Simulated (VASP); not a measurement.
Write the native input for VASP 6.6.1 that does the following.

```yaml
Task: single point
Functional: revPBE
Potentials_or_basis: VASP PAW PBE potentials, release 64 (Nb_sv)
Cutoff: 520 eV
k_mesh: 14 × 14 × 4
Occupations: fermi-dirac, width 0.1 eV
Spin: no spin polarisation
Dipole_correction: no
Further_INCAR_settings: ALGO = Normal; EDIFF = 1e-06; NBANDS = 34
```

The structure of Nb lies in POSCAR:

```
Nb
1.0
    2.7590132776      0.0000000000      0.0000000000
   -1.3795066388      2.3893755878      0.0000000000
    0.0000000000      0.0000000000     10.1046231344
Nb
4
Direct
    1.0000000000      0.0000000000      0.0000000000
    0.0000000000      0.0000000000      0.5000000000
    0.3333333333      0.6666666667      0.2500000000
    0.6666666667      0.3333333333      0.7500000000
```

This cell differs from its parent crystal: volume scaled by 0.88.

The input as run:

INCAR

```
SYSTEM = Nb
ALGO = Normal ; EDIFF = 1E-6
ENCUT = 520 ; GGA = RE
ISIF = 2 ; ISMEAR = -1
LASPH = .TRUE. ; LCHARG = .TRUE.
LELF = .TRUE. ; LREAL = .FALSE.
LVHAR = .TRUE. ; LWAVE = .FALSE.
NBANDS = 34 ; NELM = 60
PREC = Accurate ; SIGMA = 0.1
```

KPOINTS

```
k-points
0
G
  14 14 4
  0 0 0
```

Potentials or basis: VASP PAW PBE potentials, release 64 (Nb_sv).

Run with:

```sh
$ cat potpaw_PBE.64/Nb_sv/POTCAR > POTCAR
$ mpirun -np 1 vasp_std > vasp.out
```

Results of the run:

The pressure is 24.9 GPa. The band gap on the k mesh is zero (band 26 reaches 13.93 eV, above the bottom of band 27 at 12.13 eV).

Caveat: the PAW data sets were made with another functional, which shifts forces and pressure a little.

Run time: 75 s on 1 thread of Intel(R) Xeon(R) 6975P-C (Granite Rapids), on a shared host, peak memory 0.26 GiB.
